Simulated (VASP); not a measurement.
# TaN (P4_2/mmc) in VASP: single point with HSE06

Aim: the single point of TaN with HSE06.

All numbers are computed with VASP 6.6.1; they aren't measurements. Logs are shortened: lines on timing, memory, paths and dates and some standing lists are left out, and cuts for length are marked.

### 1 The cell of the first run

The structure is tetragonal, space group P4_2/mmc (No. 131). The conventional cell has a = 3.663 Å, b = 3.663 Å, c = 4.560 Å, α = 90.00°, β = 90.00°, γ = 90.00°. Within 2.9 Å of Ta (site symmetry mmm) lie 4 N at 2.16 Å. Within 2.9 Å of N (site symmetry -4m2) lie 4 Ta at 2.16 Å and 2 N at 2.28 Å.

### 2 Single point, HSE06

POSCAR

```
TaN
1.0
    3.6630404800      0.0000000000      0.0000000000
    0.0000000000      3.6630404800      0.0000000000
    0.0000000000      0.0000000000      4.5604939800
Ta N
2 2
Direct
    0.0000000000      0.5000000000      0.0000000000
    0.5000000000      0.0000000000      0.5000000000
    0.0000000000      0.0000000000      0.2500000000
    0.0000000000      0.0000000000      0.7500000000
```

INCAR.step1

```
PREC = Accurate ; ENCUT = 520
EDIFF = 1E-5 ; ISMEAR = -1
SIGMA = 0.05 ; LREAL = False
LASPH = True ; NELM = 80
ALGO = Normal ; ISIF = 2
LWAVE = True ; LCHARG = False
NBANDS = 24 ; GGA = PE
```

INCAR.step2

```
PREC = Accurate ; ENCUT = 520
EDIFF = 1E-6 ; ISMEAR = -1
SIGMA = 0.05 ; LREAL = False
LASPH = True ; NELM = 80
ALGO = Normal ; ISIF = 2
LWAVE = False ; LCHARG = False
GGA = PE ; LHFCALC = True
HFSCREEN = 0.2079 ; PRECFOCK = Normal
NBANDS = 24 ; ISTART = 1
```

KPOINTS

```
Automatic mesh
0
Gamma
  4 4 4
```

Potentials or basis: VASP PAW PBE potentials, release 64 (Ta_pv, N).

Started as:

```sh
$ cat potpaw_PBE.64/Ta_pv/POTCAR potpaw_PBE.64/N/POTCAR > POTCAR
$ cp INCAR.step1 INCAR
$ mpirun -np 1 vasp_std > vasp.out
$ cp INCAR.step2 INCAR
$ mpirun -np 1 vasp_std > vasp.out
```

OUTCAR:

```text
PREC = Accurate
   ENCUT = 520
   EDIFF = 1E-6
   ISMEAR = -1
   LREAL = False
   LASPH = True
   NELM = 80
   ISIF = 2
   GGA = PE
   LHFCALC = True
   HFSCREEN = 0.2079
   PRECFOCK = Normal
   ISTART = 1

 ion  position               nearest neighbor table
   1  0.000  0.500  0.000-   3 2.16   4 2.16   3 2.16   4 2.16   2 3.45   2 3.45   2 3.45   2 3.45
                             2 3.45   2 3.45   2 3.45   2 3.45
   2  0.500  0.000  0.500-   3 2.16   4 2.16   3 2.16   4 2.16   1 3.45   1 3.45   1 3.45   1 3.45
                             1 3.45   1 3.45   1 3.45   1 3.45
   3  0.000  0.000  0.250-   1 2.16   2 2.16   1 2.16   2 2.16
   4  0.000  0.000  0.750-   1 2.16   2 2.16   1 2.16   2 2.16

  LATTYP: Found a simple tetragonal cell.
 ALAT       =     3.6630404800
 C/A-ratio  =     1.2450023430

  Lattice vectors:

 A1 = (   3.6630404800,   0.0000000000,   0.0000000000)
 A2 = (   0.0000000000,   3.6630404800,   0.0000000000)
 A3 = (   0.0000000000,   0.0000000000,   4.5604939800)

Analysis of symmetry for initial positions (statically):
=====================================================================
 Subroutine PRICEL returns:
 Original cell was already a primitive cell.

 Routine SETGRP: Setting up the symmetry group for a
 simple tetragonal supercell.

 Subroutine GETGRP returns: Found 16 space group operations
 (whereof  8 operations were pure point group operations)
 out of a pool of 16 trial point group operations.

The static configuration has the point symmetry D_2h.
 The point group associated with its full space group is D_4h.

Analysis of symmetry for dynamics (positions and initial velocities):
=====================================================================
 Subroutine PRICEL returns:
 Original cell was already a primitive cell.

 Routine SETGRP: Setting up the symmetry group for a
 simple tetragonal supercell.

 Subroutine GETGRP returns: Found 16 space group operations
 (whereof  8 operations were pure point group operations)
 out of a pool of 16 trial point group operations.

The dynamic configuration has the point symmetry D_2h.
 The point group associated with its full space group is D_4h.

 Subroutine INISYM returns: Found 16 space group operations
 (whereof  8 operations are pure point group operations),
 and found     1 'primitive' translations

----------------------------------------------------------------------------------------

                                     Primitive cell

  volume of cell :      61.1921

  direct lattice vectors                    reciprocal lattice vectors
     3.663040480  0.000000000  0.000000000     0.272997256  0.000000000  0.000000000
     0.000000000  3.663040480  0.000000000     0.000000000  0.272997256  0.000000000
     0.000000000  0.000000000  4.560493980     0.000000000  0.000000000  0.219274492

  length of vectors
     3.663040480  3.663040480  4.560493980     0.272997256  0.272997256  0.219274492

  position of ions in fractional coordinates (direct lattice)
     0.000000000  0.500000000  0.000000000
     0.500000000  0.000000000  0.500000000
     0.000000000  0.000000000  0.250000000
     0.000000000  0.000000000  0.750000000

  ion indices of the primitive-cell ions
   primitive index   ion index
                 1           1
                 2           2
                 3           3
                 4           4

----------------------------------------------------------------------------------------

 KPOINTS: Automatic mesh

Automatic generation of k-mesh.
 Grid dimensions read from file:
 generate k-points for:    4    4    4

 Generating k-lattice:

  Cartesian coordinates                     Fractional coordinates (reciprocal lattice)
     0.068249314  0.000000000  0.000000000     0.250000000  0.000000000  0.000000000
     0.000000000  0.068249314  0.000000000     0.000000000  0.250000000  0.000000000
     0.000000000  0.000000000  0.054818623     0.000000000  0.000000000  0.250000000

  Length of vectors
     0.068249314  0.068249314  0.054818623

  Shift w.r.t. Gamma in fractional coordinates (k-lattice)
     0.000000000  0.000000000  0.000000000

 Subroutine IBZKPT returns following result:
 ===========================================

 Found     18 irreducible k-points:

 Following reciprocal coordinates:
            Coordinates               Weight
  0.000000  0.000000  0.000000      1.000000
  0.250000  0.000000  0.000000      4.000000
  0.500000  0.000000  0.000000      2.000000
  0.250000  0.250000  0.000000      4.000000
  0.500000  0.250000  0.000000      4.000000
  0.500000  0.500000  0.000000      1.000000
[... 10 lines left out ...]
  0.500000  0.250000  0.500000      4.000000
  0.500000  0.500000  0.500000      1.000000
   k-points           NKPTS =     18   k-points in BZ     NKDIM =     64   number of bands    NBANDS=     24
   number of dos      NEDOS =    301   number of ions     NIONS =      4
   total plane-waves  NPLWV =  28224
   dimension x,y,z NGX =    28 NGY =   28 NGZ =   36
   dimension x,y,z NGXF=    56 NGYF=   56 NGZF=   72
   ions per type =               2   2
   NGX,Y,Z   is equivalent  to a cutoff of  12.71, 12.71, 13.12 a.u.
   NGXF,Y,Z  is equivalent  to a cutoff of  25.42, 25.42, 26.25 a.u.
 SYSTEM =  unknown system
   PREC   = accura    normal or accurate (medium, high low for compatibility)
   ISTART =      1    job   : 0-new  1-cont  2-samecut
   ICHARG =      0    charge: 1-file 2-atom 10-const
   ISPIN  =      1    spin polarized calculation?
   LNONCOLLINEAR =      F non collinear calculations
   LSORBIT =      F    spin-orbit coupling
   LASPH  =      T    aspherical Exc in radial PAW
   ENCUT  =  520.0 eV  38.22 Ry    6.18 a.u.   6.81  6.81  8.48*2*pi/ulx,y,z
   NELM   =     80;   NELMIN=  2; NELMDL=  0     # of ELM steps
   EDIFF  = 0.1E-05   stopping-criterion for ELM
   LREAL  =      F    real-space projection
   EDIFFG = 0.1E-04   stopping-criterion for IOM
   NSW    =      0    number of steps for IOM
   IBRION =     -1    ionic relax: 0-MD 1-quasi-New 2-CG
   NFREE  =      0    steps in history (QN), initial steepest desc. (CG)
   ISIF   =      2    stress and relaxation
   ISYM   =      3    0-nonsym 1-usesym 2-fastsym
   POTIM  = 0.5000    time-step for ionic-motion
   TEBEG  =    0.0;   TEEND  =   0.0 temperature during run
   PSTRESS=    0.0 pullay stress
   NELECT =      32.0000    total number of electrons
   NUPDOWN=      -1.0000    fix difference up-down
   EMIN   =  10.00;   EMAX   =-10.00  energy-range for DOS
   EFERMI =   0.00;   METHOD = LEGACY
   ISMEAR =    -1;   SIGMA  =   0.05  broadening in eV -4-tet -1-fermi 0-gaus
   EFERMI_NEDOS =   21; number of points for ismear=-14 and -15
   IALGO  =     38    algorithm
   IMIX   =      1    mixing-type and parameters
     AMIX     =   0.40;   BMIX     =  1.00
     AMIX_MAG =   1.60;   BMIX_MAG =  1.00
  volume/ion in A,a.u.               =      15.30       103.24
  Fermi-wavevector in a.u.,A,eV,Ry     =   1.318944  2.492443 23.668878  1.739613
  Thomas-Fermi vector in A             =   2.448878
   LORBIT       =      0    0 simple, 1 ext, 2 COOP (PROOUT), +10 PAW based schemes
   GGA     = PE    functional components
   LHFCALC =     T    Hartree Fock is set to
   PRECFOCK=normal    Normal, Fast or Accurate (Low or Medium for compatibility)
   ENCUT4O =  -1.0   cutoff for four orbital integrals eV
   NKREDX  =     1    reduce k-point grid by
   NKREDY  =     1    reduce k-point grid by
   NKREDZ  =     1    reduce k-point grid by
   AEXX    =    0.2500 exact exchange contribution
   HFSCREEN=    0.2079 screening length (either q_TF or 0.3 A-1)
   HFSCREENC=   0.2079 screening length for correlation (either q_TF or 0.3 A-1)
   ENCUTFOCK=  -1.0 apply spherical cutoff to Coloumb kernel
   IVDW    =     0    specifies the selected vdW correction
   LEPSILON=     F    determine dielectric tensor
   LRPA    =     F    only Hartree local field effects (RPA)
 non-spin polarized calculation
  energy-cutoff  :      520.00
  volume of cell :       61.19
 maximum number of plane-waves:      1664
 NGX is ok and might be reduce to    28
  NGX = 24; NGY = 24; NGZ = 28

 number of electron      31.9999996 magnetization

 Free energy of the ion-electron system (eV)
  ---------------------------------------------------
  ext. energy  EPLUGINS =         0.00000000
  ---------------------------------------------------
  free energy    TOTEN  =       -47.81611677 eV

  energy without entropy =      -47.79763909  energy(sigma->0) =      -47.80687793

 E-fermi :   5.0629     XC(G=0):  -9.3306

 val. band max:        5.0508255887   @ k =   0.2500   0.0000   0.5000
 cond. band min:       5.1118358926   @ k =   0.2500   0.0000   0.2500
 fundamental gap:      0.0610103039
 Fermi energy:         5.0629297538

 k-point     1 :       0.0000    0.0000    0.0000
  band No.  band energies     occupation
      1     -33.6444      2.00000
      2     -33.3990      2.00000
      3     -33.3990      2.00000
      4     -33.3644      2.00000
      5     -33.2234      2.00000
      6     -33.2234      2.00000
[... 16 lines left out ...]
     23      10.0808      0.00000
     24      12.4488      0.00000

 k-point     2 :       0.2500    0.0000    0.0000
  band No.  band energies     occupation
      1     -33.5979      2.00000
      2     -33.4546      2.00000
      3     -33.3997      2.00000
      4     -33.3781      2.00000
      5     -33.2871      2.00000
      6     -33.2355      2.00000
[... 16 lines left out ...]
     23      11.5505      0.00000
     24      12.7669      0.00000

 k-point     3 :       0.5000    0.0000    0.0000
  band No.  band energies     occupation
      1     -33.5140      2.00000
      2     -33.4967      2.00000
      3     -33.4895      2.00000
      4     -33.3513      2.00000
      5     -33.3462      2.00000
      6     -33.2534      2.00000
[... 16 lines left out ...]
     23      10.8862      0.00000
     24      11.6406      0.00000

 k-point     4 :       0.2500    0.2500    0.0000
  band No.  band energies     occupation
      1     -33.5630      2.00000
      2     -33.5154      2.00000
      3     -33.4227      2.00000
      4     -33.3690      2.00000
      5     -33.3399      2.00000
      6     -33.2400      2.00000
[... 16 lines left out ...]
     23      11.3642      0.00000
     24      12.1242      0.00000

 k-point     5 :       0.5000    0.2500    0.0000
  band No.  band energies     occupation
      1     -33.5806      2.00000
      2     -33.4889      2.00000
      3     -33.4850      2.00000
      4     -33.3899      2.00000
      5     -33.3554      2.00000
      6     -33.2460      2.00000
[... 16 lines left out ...]
     23      10.7334      0.00000
     24      10.8308      0.00000

 k-point     6 :       0.5000    0.5000    0.0000
  band No.  band energies     occupation
      1     -33.6495      2.00000
      2     -33.4809      2.00000
      3     -33.4809      2.00000
      4     -33.4334      2.00000
      5     -33.3554      2.00000
      6     -33.2395      2.00000
[... 16 lines left out ...]
     23       9.2870      0.00000
     24      10.4949      0.00000
[... 217 lines left out ...]
 k-point    15 :       0.5000    0.0000    0.5000
  band No.  band energies     occupation
      1     -33.6596      2.00000
      2     -33.5639      2.00000
      3     -33.3520      2.00000
      4     -33.3516      2.00000
      5     -33.2751      2.00000
      6     -33.2521      2.00000
[... 16 lines left out ...]
     23       8.4748      0.00000
     24       9.7032      0.00000

 k-point    16 :       0.2500    0.2500    0.5000
  band No.  band energies     occupation
      1     -33.5606      2.00000
      2     -33.5606      2.00000
      3     -33.3918      2.00000
      4     -33.3918      2.00000
      5     -33.2779      2.00000
      6     -33.2779      2.00000
[... 16 lines left out ...]
     23      10.7457      0.00000
     24      10.7457      0.00000

 k-point    17 :       0.5000    0.2500    0.5000
  band No.  band energies     occupation
      1     -33.6098      2.00000
      2     -33.5303      2.00000
      3     -33.4288      2.00000
      4     -33.3915      2.00000
      5     -33.3012      2.00000
      6     -33.2948      2.00000
[... 16 lines left out ...]
     23       9.7685      0.00000
     24      10.5861      0.00000

 k-point    18 :       0.5000    0.5000    0.5000
  band No.  band energies     occupation
      1     -33.5048      2.00000
      2     -33.5047      2.00000
      3     -33.4860      2.00000
      4     -33.4860      2.00000
      5     -33.3378      2.00000
      6     -33.3378      2.00000
[... 16 lines left out ...]
     23      10.3575      0.00000
     24      10.3575      0.00000

------------------------ aborting loop because EDIFF is reached ----------------------------------------

  FORCE on cell =-STRESS in cart. coord.  units (eV):
  Direction    XX          YY          ZZ          XY          YZ          ZX
  --------------------------------------------------------------------------------------
  -------------------------------------------------------------------------------------
  Total      -15.3026017    -15.3026017      2.0429302     -0.0000000      0.0000000      0.0000000
  in kB     -400.6641939   -400.6641939     53.4895305     -0.0000000      0.0000000      0.0000000
  external PRESSURE =    -249.2796191 kB  Pullay stress =       0.0000000 kB

 VOLUME and BASIS-vectors are now :
 -----------------------------------------------------------------------------
  energy-cutoff  :      520.00
  volume of cell :       61.19
      direct lattice vectors                 reciprocal lattice vectors
     3.663040480  0.000000000  0.000000000     0.272997256  0.000000000  0.000000000
     0.000000000  3.663040480  0.000000000     0.000000000  0.272997256  0.000000000
     0.000000000  0.000000000  4.560493980     0.000000000  0.000000000  0.219274492

 POSITION                                       TOTAL-FORCE (eV/Angst)
 -----------------------------------------------------------------------------------
      0.00000      1.83152      0.00000        -0.000000      0.000000      0.000000
      1.83152      0.00000      2.28025        -0.000000      0.000000      0.000000
      0.00000      0.00000      1.14012         0.000000     -0.000000      0.000000
      0.00000      0.00000      3.42037         0.000000      0.000000     -0.000000
 -----------------------------------------------------------------------------------
    total drift:                               -0.000000     -0.000000      0.000000

  FREE ENERGIE OF THE ION-ELECTRON SYSTEM (eV)
  ---------------------------------------------------
  free  energy   TOTEN  =       -47.8161167720 eV

  energy  without entropy=      -47.7976390879  energy(sigma->0) =      -47.80687793
```

Wall time 1.9 h (1 thread of Oxide Virtual Turin-like, shared host); peak memory 0.27 GiB.

Results:

* Free energy: -47.8161 eV
* Pressure: -24.9 GPa
* Band gap on the k mesh: zero (bands 16 and 17 overlap by 1.03 eV)

Levels at points of the mesh, in eV from the Fermi level:
| k point | band 13 | band 14 | band 15 | band 16 | band 17 | band 18 | band 19 | band 20 |
| --- | --- | --- | --- | --- | --- | --- | --- | --- |
| (0.00, 0.00, 0.00) | -4.40 | -4.40 | -2.10 | 0.62 | 1.39 | 1.66 | 2.03 | 2.03 |
| (0.50, 0.00, 0.00) | -4.63 | -2.89 | -0.05 | 0.05 | 0.20 | 0.48 | 0.81 | 1.60 |
| (0.50, 0.50, 0.00) | -3.29 | -2.99 | -1.43 | -0.57 | -0.41 | -0.41 | 2.50 | 2.50 |
| (0.00, 0.00, 0.50) | -4.16 | -4.16 | -3.54 | -3.54 | 1.60 | 1.60 | 2.04 | 2.04 |
| (0.50, 0.00, 0.50) | -3.22 | -3.12 | -2.94 | -1.28 | 1.14 | 1.76 | 2.24 | 2.78 |
| (0.50, 0.50, 0.50) | -3.91 | -3.91 | -2.24 | -2.24 | 1.37 | 1.37 | 2.93 | 2.93 |

Caveat: the k points lie up to 0.43 Å⁻¹ apart, too coarse for converged energies and pressures of a metal; the PAW data sets were made with another functional, which shifts forces and pressure a little; spin-orbit coupling is left out, which moves the levels of the heavy elements.

The gap in the log of VASP goes by the Fermi energy; the results here count the filled bands.